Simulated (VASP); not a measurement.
# Sc (P6_3/mmc) in VASP: notebook

Sc is run at these levels: PBE, LDA; tasks: single point.

Program: VASP 6.6.1. These are calculated values, not measurements. Logs are shortened: lines on timing, memory, paths and dates and some standing lists are left out, and cuts for length are marked.

## (1) The cell of the first run

It takes space group P6_3/mmc (No. 194, hexagonal). Conventional cell: a = 3.441 Å, b = 3.441 Å, c = 5.273 Å, α = 90.00°, β = 90.00°, γ = 120.00°. Within 4.3 Å of Sc (site symmetry -6m2) lie 12 Sc at 3.30 to 3.44 Å.

## (2) Single point, PBE

Contents of INCAR:

```
SYSTEM = Sc
  PREC = Accurate
  ENCUT = 520
  EDIFF = 1E-6
  ISMEAR = -1
  SIGMA = 0.05
  LREAL = .FALSE.
  LASPH = .TRUE.
  NELM = 60
  ALGO = Fast
  ISIF = 2
  LWAVE = .FALSE.
  LCHARG = .TRUE.
  GGA = PE
  LELF = .TRUE.
  LVHAR = .TRUE.
  NBANDS = 18
```

Contents of KPOINTS:

```
Automatic mesh
0
G
  8 8 4
  0 0 0
```

Contents of POSCAR:

```
Sc
1.0
    3.4413600000      0.0000000000      0.0000000000
   -1.7206800000      2.9803051835      0.0000000000
    0.0000000000      0.0000000000      5.2733000000
Sc
2
Direct
    0.6666666667      0.3333333333      0.7500000000
    0.3333333333      0.6666666667      0.2500000000
```

Potentials or basis: VASP PAW PBE potentials, release 64 (Sc_sv).

Launch:

```console
> cat potpaw_PBE.64/Sc_sv/POTCAR > POTCAR
> mpirun -np 1 vasp_std > vasp.out
```

OUTCAR:

```text
SYSTEM = Sc
   PREC = Accurate
   ENCUT = 520
   EDIFF = 1E-6
   ISMEAR = -1
   LREAL = .FALSE.
   LASPH = .TRUE.
   NELM = 60
   ISIF = 2
   GGA = PE

 ion  position               nearest neighbor table
   1  0.667  0.333  0.750-   2 3.30   2 3.30   2 3.30   2 3.30   2 3.30   2 3.30
   2  0.333  0.667  0.250-   1 3.30   1 3.30   1 3.30   1 3.30   1 3.30   1 3.30

  LATTYP: Found a hexagonal cell.
 ALAT       =     3.4413600000
 C/A-ratio  =     1.5323302415

  Lattice vectors:

 A1 = (   3.4413600000,   0.0000000000,   0.0000000000)
 A2 = (  -1.7206800000,   2.9803051835,   0.0000000000)
 A3 = (   0.0000000000,   0.0000000000,   5.2733000000)

Analysis of symmetry for initial positions (statically):
=====================================================================
 Subroutine PRICEL returns:
 Original cell was already a primitive cell.

 Routine SETGRP: Setting up the symmetry group for a
 hexagonal supercell.

 Subroutine GETGRP returns: Found 24 space group operations
 (whereof 12 operations were pure point group operations)
 out of a pool of 24 trial point group operations.

The static configuration has the point symmetry D_3d.
 The point group associated with its full space group is D_6h.

Analysis of symmetry for dynamics (positions and initial velocities):
=====================================================================
 Subroutine PRICEL returns:
 Original cell was already a primitive cell.

 Routine SETGRP: Setting up the symmetry group for a
 hexagonal supercell.

 Subroutine GETGRP returns: Found 24 space group operations
 (whereof 12 operations were pure point group operations)
 out of a pool of 24 trial point group operations.

The dynamic configuration has the point symmetry D_3d.
 The point group associated with its full space group is D_6h.

 Subroutine INISYM returns: Found 24 space group operations
 (whereof 12 operations are pure point group operations),
 and found     1 'primitive' translations

----------------------------------------------------------------------------------------

                                     Primitive cell

  volume of cell :      54.0846

  direct lattice vectors                    reciprocal lattice vectors
     3.441360000  0.000000000  0.000000000     0.290582793  0.167768054  0.000000000
    -1.720680000  2.980305184  0.000000000     0.000000000  0.335536107  0.000000000
     0.000000000  0.000000000  5.273300000     0.000000000  0.000000000  0.189634574

  length of vectors
     3.441360000  3.441360000  5.273300000     0.335536107  0.335536107  0.189634574

  position of ions in fractional coordinates (direct lattice)
     0.666666667  0.333333333  0.750000000
     0.333333333  0.666666667  0.250000000

  ion indices of the primitive-cell ions
   primitive index   ion index
                 1           1
                 2           2

----------------------------------------------------------------------------------------

 KPOINTS: Automatic mesh

Automatic generation of k-mesh.
 Grid dimensions read from file:
 generate k-points for:    8    8    4

 Generating k-lattice:

  Cartesian coordinates                     Fractional coordinates (reciprocal lattice)
     0.036322849  0.020971007  0.000000000     0.125000000 -0.000000000  0.000000000
     0.000000000  0.041942013  0.000000000     0.000000000  0.125000000  0.000000000
     0.000000000  0.000000000  0.047408644     0.000000000  0.000000000  0.250000000

  Length of vectors
     0.041942013  0.041942013  0.047408644

  Shift w.r.t. Gamma in fractional coordinates (k-lattice)
     0.000000000  0.000000000  0.000000000

 Subroutine IBZKPT returns following result:
 ===========================================

 Found     30 irreducible k-points:

 Following reciprocal coordinates:
            Coordinates               Weight
  0.000000  0.000000  0.000000      1.000000
  0.125000 -0.000000  0.000000      6.000000
  0.250000 -0.000000  0.000000      6.000000
  0.375000  0.000000  0.000000      6.000000
  0.500000 -0.000000  0.000000      3.000000
  0.125000  0.125000  0.000000      6.000000
[... 16 lines left out ...]
  0.250000 -0.000000  0.500000      6.000000
  0.375000  0.000000  0.500000      6.000000
 [... further k-points ...]
   k-points           NKPTS =     30   k-points in BZ     NKDIM =     30   number of bands    NBANDS=     18
   number of dos      NEDOS =    301   number of ions     NIONS =      2
   total plane-waves  NPLWV =  31360
   dimension x,y,z NGX =    28 NGY =   28 NGZ =   40
   dimension x,y,z NGXF=    56 NGYF=   56 NGZF=   80
   ions per type =               2
   NGX,Y,Z   is equivalent  to a cutoff of  13.53, 13.53, 12.61 a.u.
   NGXF,Y,Z  is equivalent  to a cutoff of  27.05, 27.05, 25.22 a.u.
 SYSTEM =  Sc
   PREC   = accura    normal or accurate (medium, high low for compatibility)
   ISTART =      0    job   : 0-new  1-cont  2-samecut
   ICHARG =      2    charge: 1-file 2-atom 10-const
   ISPIN  =      1    spin polarized calculation?
   LNONCOLLINEAR =      F non collinear calculations
   LSORBIT =      F    spin-orbit coupling
   LASPH  =      T    aspherical Exc in radial PAW
   ENCUT  =  520.0 eV  38.22 Ry    6.18 a.u.   6.40  6.40  9.80*2*pi/ulx,y,z
   NELM   =     60;   NELMIN=  2; NELMDL= -5     # of ELM steps
   EDIFF  = 0.1E-05   stopping-criterion for ELM
   LREAL  =      F    real-space projection
   EDIFFG = 0.1E-04   stopping-criterion for IOM
   NSW    =      0    number of steps for IOM
   IBRION =     -1    ionic relax: 0-MD 1-quasi-New 2-CG
   NFREE  =      0    steps in history (QN), initial steepest desc. (CG)
   ISIF   =      2    stress and relaxation
   ISYM   =      2    0-nonsym 1-usesym 2-fastsym
   POTIM  = 0.5000    time-step for ionic-motion
   TEBEG  =    0.0;   TEEND  =   0.0 temperature during run
   PSTRESS=    0.0 pullay stress
   NELECT =      22.0000    total number of electrons
   NUPDOWN=      -1.0000    fix difference up-down
   EMIN   =  10.00;   EMAX   =-10.00  energy-range for DOS
   EFERMI =   0.00;   METHOD = LEGACY
   ISMEAR =    -1;   SIGMA  =   0.05  broadening in eV -4-tet -1-fermi 0-gaus
   EFERMI_NEDOS =   21; number of points for ismear=-14 and -15
   IALGO  =     68    algorithm
   IMIX   =      4    mixing-type and parameters
     AMIX     =   0.40;   BMIX     =  1.00
     AMIX_MAG =   1.60;   BMIX_MAG =  1.00
  volume/ion in A,a.u.               =      27.04       182.49
  Fermi-wavevector in a.u.,A,eV,Ry     =   1.212992  2.292223 20.018928  1.471350
  Thomas-Fermi vector in A             =   2.348458
   LORBIT       =      0    0 simple, 1 ext, 2 COOP (PROOUT), +10 PAW based schemes
   GGA     = PE    functional components
   LHFCALC =     F    Hartree Fock is set to
   AEXX    =    0.0000 exact exchange contribution
   IVDW    =     0    specifies the selected vdW correction
   LEPSILON=     F    determine dielectric tensor
   LRPA    =     F    only Hartree local field effects (RPA)
 non-spin polarized calculation
 RMM-DIIS sequential band-by-band and
  energy-cutoff  :      520.00
  volume of cell :       54.08
 maximum number of plane-waves:      1471
 NGX is ok and might be reduce to    28
   NGX = 13   NGY = 13   NGZ = 19

 number of electron      21.9999999 magnetization

 Free energy of the ion-electron system (eV)
  ---------------------------------------------------
  ext. energy  EPLUGINS =         0.00000000
  ---------------------------------------------------
  free energy    TOTEN  =       -12.45159708 eV

  energy without entropy =      -12.41948892  energy(sigma->0) =      -12.43554300

 E-fermi :   3.1566     XC(G=0):  -9.5108

 val. band max:        3.1245057737   @ k =   0.2500  -0.0000   0.2500
 cond. band min:       3.1620204310   @ k =   0.1250   0.1250   0.0000
 fundamental gap:      0.0375146572
 Fermi energy:         3.1566403678

 k-point     1 :       0.0000    0.0000    0.0000
  band No.  band energies     occupation
      1     -46.5017      2.00000
      2     -46.4513      2.00000
      3     -25.2602      2.00000
      4     -25.0239      2.00000
      5     -25.0239      2.00000
      6     -24.9700      2.00000
[... 10 lines left out ...]
     17       5.2045      0.00000
     18       5.2052      0.00000

 k-point     2 :       0.1250   -0.0000    0.0000
  band No.  band energies     occupation
      1     -46.4972      2.00000
      2     -46.4501      2.00000
      3     -25.2456      2.00000
      4     -25.0491      2.00000
      5     -25.0331      2.00000
      6     -24.9967      2.00000
[... 10 lines left out ...]
     17       5.2101      0.00000
     18       5.2115      0.00000

 k-point     3 :       0.2500   -0.0000    0.0000
  band No.  band energies     occupation
      1     -46.4854      2.00000
      2     -46.4479      2.00000
      3     -25.2063      2.00000
      4     -25.1109      2.00000
      5     -25.0591      2.00000
      6     -25.0541      2.00000
[... 10 lines left out ...]
     17       5.6603      0.00000
     18       5.7008      0.00000

 k-point     4 :       0.3750    0.0000    0.0000
  band No.  band energies     occupation
      1     -46.4720      2.00000
      2     -46.4474      2.00000
      3     -25.1739      2.00000
      4     -25.1559      2.00000
      5     -25.1189      2.00000
      6     -25.0741      2.00000
[... 375 lines left out ...]
      4     -25.1114      2.00000
      5     -25.0064      2.00000
      6     -25.0064      2.00000
[... 10 lines left out ...]
     17       6.1737      0.00000
     18       6.2066      0.00000

 k-point    23 :       0.2500   -0.0000    0.5000
  band No.  band energies     occupation
      1     -46.4667      2.00000
      2     -46.4667      2.00000
      3     -25.1547      2.00000
      4     -25.1547      2.00000
      5     -25.0180      2.00000
      6     -25.0180      2.00000
[... 10 lines left out ...]
     17       6.1969      0.00000
     18       6.3341      0.00000

 k-point    24 :       0.3750    0.0000    0.5000
  band No.  band energies     occupation
      1     -46.4597      2.00000
      2     -46.4597      2.00000
      3     -25.2070      2.00000
      4     -25.2070      2.00000
      5     -25.0328      2.00000
      6     -25.0328      2.00000
[... 10 lines left out ...]
     17       6.4075      0.00000
     18       6.5304      0.00000

 [... further k-points ...]
[... 5 lines left out ...]
  --------------------------------------------------------------------------------------
  -------------------------------------------------------------------------------------
  Total       -1.5898064     -1.5898064     -1.2469049     -0.0000000      0.0000000      0.0000000
  in kB      -47.0957270    -47.0957270    -36.9377619     -0.0000000      0.0000000      0.0000000
  external PRESSURE =     -43.7097387 kB  Pullay stress =       0.0000000 kB

 VOLUME and BASIS-vectors are now :
 -----------------------------------------------------------------------------
  energy-cutoff  :      520.00
  volume of cell :       54.08
      direct lattice vectors                 reciprocal lattice vectors
     3.441360000  0.000000000  0.000000000     0.290582793  0.167768054  0.000000000
    -1.720680000  2.980305184  0.000000000     0.000000000  0.335536107  0.000000000
     0.000000000  0.000000000  5.273300000     0.000000000  0.000000000  0.189634574

 POSITION                                       TOTAL-FORCE (eV/Angst)
 -----------------------------------------------------------------------------------
      1.72068      0.99344      3.95498        -0.000000      0.000000      0.000000
     -0.00000      1.98687      1.31832         0.000000     -0.000000      0.000000
 -----------------------------------------------------------------------------------
    total drift:                               -0.000000      0.000000     -0.000000

  FREE ENERGIE OF THE ION-ELECTRON SYSTEM (eV)
  ---------------------------------------------------
  free  energy   TOTEN  =       -12.4515970799 eV

  energy  without entropy=      -12.4194889218  energy(sigma->0) =      -12.43554300
```

Run time: 89 s. Hardware: 1 thread of AMD EPYC 7R13 (Zen 3), shared host; peak memory 0.15 GiB.

Results:

```yaml
Free_energy: -12.4516 eV
Pressure: -4.4 GPa
Band_gap_on_the_k_mesh: zero (band 11 reaches 4.13 eV, above the bottom of band 12 at 2.76 eV)
```

Stress tensor (GPa, compression positive):
```
-4.71  0.00  0.00
 0.00 -4.71  0.00
 0.00  0.00 -3.69
```

(Part 1 of 2 ends here.)
